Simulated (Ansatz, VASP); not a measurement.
## La: VASP beside Ansatz

```
La
1.0
     2.80497    0.00000    0.00000
    -1.40249    2.42918    0.00000
     0.00000    0.00000    4.75611
La
2
Cartesian
  0.0000 1.6195 1.1890
  1.4025 0.8097 3.5671
```

Change from the starting cell: volume scaled by 0.43, PAW files.

Alike in both runs: task single point; functional PBE; k mesh 13 × 13 × 7; occupations fermi-dirac, width 0.08 eV; no spin polarisation.

```csv
,VASP,Ansatz
version,VASP 6.6.1,Ansatz 0.2.0
potentials or method,"VASP PAW PBE potentials, release 64 (La)","PAW with Ansatz's default frozen-core files, scalar-relativistic"
plane-wave cutoff (eV),520,420
valence electrons in the cell,22,22
```

|  | VASP | Ansatz | Ansatz less VASP |
| --- | --- | --- | --- |
| pressure (GPa) | 101.2 | 101.1 | -0.15 |
| traceless stress, the component that is largest in VASP (GPa) | 0.06 | 0.24 | +0.185 |

Both programs put the cell under a high pressure, so it lies far from rest at this level.

Neither program's run includes spin-orbit coupling. Noted on VASP's run: the cell as given lies far from equilibrium.
